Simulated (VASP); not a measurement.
# Yb: relaxation of cell and atoms with LDA

Yb:

```xyz
1
Lattice="0.0000 2.7431 2.7431 2.7431 0.0000 2.7431 2.7431 2.7431 0.0000" Properties=species:S:1:pos:R:3 pbc="T T T"
Yb    0.0000    0.0000    0.0000
```

| Property | Result |
| --- | --- |
| Program | VASP 6.6.1 |
| Task | relaxation of cell and atoms |
| Functional | LDA |
| Potentials or basis | VASP PAW PBE potentials, release 64 (Yb_2), 4f in core |
| Cutoff | 600 eV |
| k mesh | 8 × 8 × 8 |
| Occupations | gaussian, width 0.05 eV |
| Spin | collinear spin, ferromagnetic start |
| Starting moments | [1.0] μB |
| Dipole correction | no |
| Further INCAR settings | ALGO = Normal; EDIFF = 1e-07; IBRION = 2; EDIFFG = -0.01; NSW = 60; ISIF = 3 |

The relaxed volume is 33.69 Å³/atom and the relaxed cell is a = 3.625 Å, b = 3.625 Å, c = 3.625 Å, α = 60.00°, β = 60.00°, γ = 60.00°. The space group after relaxing (to 0.1 Å) is Fm-3m (No. 225) and the energy gained by relaxing is 77.6 meV/atom. The ionic steps are 4. The pressure after relaxing is 0.0 GPa. The net moment is 0.00 μB per cell. The valence electrons inside the program's atomic spheres are Yb 7.25.

Step by step:
```
step  energy change (eV)  largest force (eV/Å)  pressure (GPa)  volume (Å³)
   1              0.0000                0.0000           -2.79        41.28
   2             -0.0590                0.0000           -1.64        37.14
   3             -0.0769                0.0000           -0.35        34.35
   4             -0.0776                0.0000            0.03        33.69
```

Final structure:
```cif
data_structure
_symmetry_space_group_name_H-M 'P 1'
_symmetry_Int_Tables_number 1
_cell_length_a 3.6252
_cell_length_b 3.6252
_cell_length_c 3.6252
_cell_angle_alpha 60.000
_cell_angle_beta 60.000
_cell_angle_gamma 60.000
_cell_volume 33.69
loop_
_atom_site_label
_atom_site_type_symbol
_atom_site_fract_x
_atom_site_fract_y
_atom_site_fract_z
_atom_site_occupancy
Yb1 Yb 0.00000 0.00000 0.00000 1
```

Levels at points of the mesh, in eV from the Fermi level:
Spin up:
| k point | band 1 | band 2 | band 3 | band 4 | band 5 | band 6 | band 7 | band 8 | band 9 |
| --- | --- | --- | --- | --- | --- | --- | --- | --- | --- |
| (0.00, 0.00, 0.00) | -22.63 | -22.63 | -22.63 | -5.28 | 3.10 | 3.10 | 3.10 | 5.48 | 5.48 |
| (0.50, 0.00, 0.00) | -23.12 | -22.70 | -22.70 | -1.87 | 0.64 | 2.85 | 2.85 | 7.25 | 7.25 |
| (0.50, 0.50, 0.00) | -23.09 | -22.81 | -22.81 | -1.27 | 0.10 | 2.12 | 7.28 | 7.79 | 7.79 |
Spin down:
| k point | band 2 | band 3 | band 4 | band 5 | band 6 | band 7 |
| --- | --- | --- | --- | --- | --- | --- |
| (0.00, 0.00, 0.00) | -22.63 | -22.63 | -5.28 | 3.10 | 3.10 | 3.10 |
| (0.50, 0.00, 0.00) | -22.70 | -22.70 | -1.87 | 0.64 | 2.85 | 2.85 |
| (0.50, 0.50, 0.00) | -22.81 | -22.81 | -1.27 | 0.10 | 2.12 | 7.28 |

Wall time 22 s on 1 thread of Intel(R) Xeon(R) 6975P-C (Granite Rapids), with other jobs on the host, peak memory 0.19 GiB.

Caveat: the volume moved by over 15 % at a fixed basis, so the end points are rough; the PAW data sets were made with another functional, which shifts forces and pressure a little; spin-orbit coupling is left out, which moves the levels of the heavy elements; the 4f electrons are frozen in the core, so they carry no moment and show no levels. The state reached can hang on the start; a lower one may exist.
